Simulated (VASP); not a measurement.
Here is a VASP 6.6.1 calculation.

File POSCAR:

```
InP
1.0
    0.0000000000      2.9535689145      2.9092653808
    2.9535689145      0.0000000000      2.9092653808
    2.9535689145      2.9535689145      0.0000000000
In P
1 1
Direct
    0.0000000000      0.0000000000      0.0000000000
    0.7500000000      0.7500000000      0.7500000000
```

Contents of INCAR.step1:

```
SYSTEM = InP
PREC = Accurate ; ENCUT = 520
ISMEAR = 0 ; SIGMA = 0.05
LREAL = .False. ; LASPH = .True.
NELM = 60 ; NBANDS = 16
GGA = PE ; ALGO = Normal
EDIFF = 1E-4 ; LWAVE = .True.
LCHARG = .False.
```

The input INCAR.step2:

```
SYSTEM = InP
PREC = Accurate ; ENCUT = 520
EDIFF = 1E-6 ; ISMEAR = 0
SIGMA = 0.05 ; LREAL = .False.
LASPH = .True. ; NELM = 60
ALGO = Normal ; ISIF = 2
LWAVE = .False. ; LCHARG = .False.
METAGGA = R2SCAN ; LMIXTAU = .True.
NBANDS = 16 ; ISTART = 1
```

The input KPOINTS:

```
Automatic mesh
0
Gamma
  8 8 8
  0 0 0
```

Potentials or basis: VASP PAW PBE potentials, release 64 (In_d, P).

Command:

```console
$ cat potpaw_PBE.64/In_d/POTCAR potpaw_PBE.64/P/POTCAR > POTCAR
$ cp INCAR.step1 INCAR
$ mpirun -np 1 vasp_std > vasp.out
$ cp INCAR.step2 INCAR
$ mpirun -np 1 vasp_std > vasp.out
```

What does it give for the pressure?

0.9 GPa.

Estimate the band gap on the k mesh.

1.07 eV.

Stress tensor (GPa, compression positive):
```
0.73 0.00 0.00
0.00 0.73 0.00
0.00 0.00 1.38
```

Caveat: the cell differs from its parent crystal (strain +0.000 along x and y, -0.015 along z); the PAW data sets were made with another functional, which shifts forces and pressure a little; spin-orbit coupling is left out, which moves the levels of the heavy elements.
